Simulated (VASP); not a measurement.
A run of VASP 6.6.1 is set up as follows.

INCAR

```
SYSTEM = Cu
PREC = Accurate
ENCUT = 600
EDIFF = 1E-6
ISMEAR = -1
SIGMA = 0.06
LREAL = .False.
LASPH = .True.
NELM = 120
ALGO = Normal
ISIF = 2
LWAVE = .False.
LCHARG = .False.
GGA = PE
NBANDS = 12
GGA_COMPAT = .False.
```

File KPOINTS:

```
Automatic mesh
0
Gamma
  6 6 6
  0 0 0
```

The input POSCAR:

```
Cu
1.0
    0.0000000000      1.8075000000      1.8075000000
    1.8075000000      0.0000000000      1.8075000000
    1.8075000000      1.8075000000      0.0000000000
Cu
1
Direct
    0.0000000000      0.0000000000      0.0000000000
```

Potentials or basis: VASP PAW PBE potentials, release 64 (Cu).

Launch:

```bash
$ cat potpaw_PBE.64/Cu/POTCAR > POTCAR
$ mpirun -np 1 vasp_std > vasp.out
```

(1) Predict the pressure.

Results:

(1) 3.5 GPa.

Caveat: the k points lie up to 0.50 Å⁻¹ apart.
